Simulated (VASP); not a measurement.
The system is HfB.

```
Hf B
1.0
     0.00000    2.31000    2.31000
     2.31000    0.00000    2.31000
     2.31000    2.31000    0.00000
Hf B
1 1
Direct
  0.50000 0.50000 0.50000
  0.00000 0.00000 0.00000
```

Base run:

| Quantity | Value |
| --- | --- |
| Program | VASP 6.6.1 |
| Functional | PBE |
| Dispersion | D3(BJ) |
| Potentials or basis | VASP PAW PBE potentials, release 64 (Hf_pv, B) |
| Cutoff | 520 eV |
| k mesh | 15 × 15 × 15 |
| Occupations | fermi-dirac, width 0.05 eV |
| Spin | no spin polarisation |

Its results: band gap on the k mesh zero (an odd number of electrons rules out a gap without spin polarisation); pressure 25.3 GPa.

Problem. The run is repeated on the same cell with these changes: dispersion from D3(BJ) to none. What comes out?

Solution. Band gap on the k mesh zero (an odd number of electrons rules out a gap without spin polarisation); pressure 30.7 GPa.

Dispersion adds attraction, which lowers the pressure at fixed volume and, as a term added to the energy, leaves the levels alone.

Caveats: the cell stands under pressure; spin-orbit coupling is left out, which moves the levels of the heavy elements; three body term missing (at least some runs).
